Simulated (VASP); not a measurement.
A run of VASP 6.6.1:

The input INCAR:

```
PREC     = Accurate       # precision mode
ENCUT    = 520            # plane-wave cutoff, eV
EDIFF    = 1E-6           # SCF threshold, eV
ISMEAR   = 0              # smearing method
SIGMA    = 0.15           # smearing width, eV
LREAL    = False          # projectors in reciprocal space
LASPH    = True           # aspherical terms in the spheres
NELM     = 60             # most SCF steps
ALGO     = Fast           # electronic algorithm
ISIF     = 2              # what is computed and relaxed
LWAVE    = False          # write WAVECAR
LCHARG   = True           # write CHGCAR
GGA      = PS             # functional
LELF     = True           # ELF
LVHAR    = True         
NBANDS   = 11             # bands
```

KPOINTS

```
regular mesh
0
Gamma
  22 22 22
```

Contents of POSCAR:

```
Pt
1.0
   -0.7327910568      1.7250021908      1.7250021908
    1.7250021908     -0.7327910568      1.7250021908
    1.7250021908      1.7250021908     -0.7327910568
Pt
1
Direct
    0.0000000000      0.0000000000      0.0000000000
```

Potentials or basis: VASP PAW PBE potentials, release 64 (Pt).

The run is started by

```bash
$ cat potpaw_PBE.64/Pt/POTCAR > POTCAR
$ mpirun -np 1 vasp_std > vasp.out
```

Hardware: 1 thread of Intel(R) Xeon(R) 6975P-C (Granite Rapids) (shared host).

How long does it take, and how much memory?

It took 56 s on 1 thread of Intel(R) Xeon(R) 6975P-C (Granite Rapids), with other jobs on the host, peak memory 0.28 GiB. Counts: scf iterations 13, k points 1024.
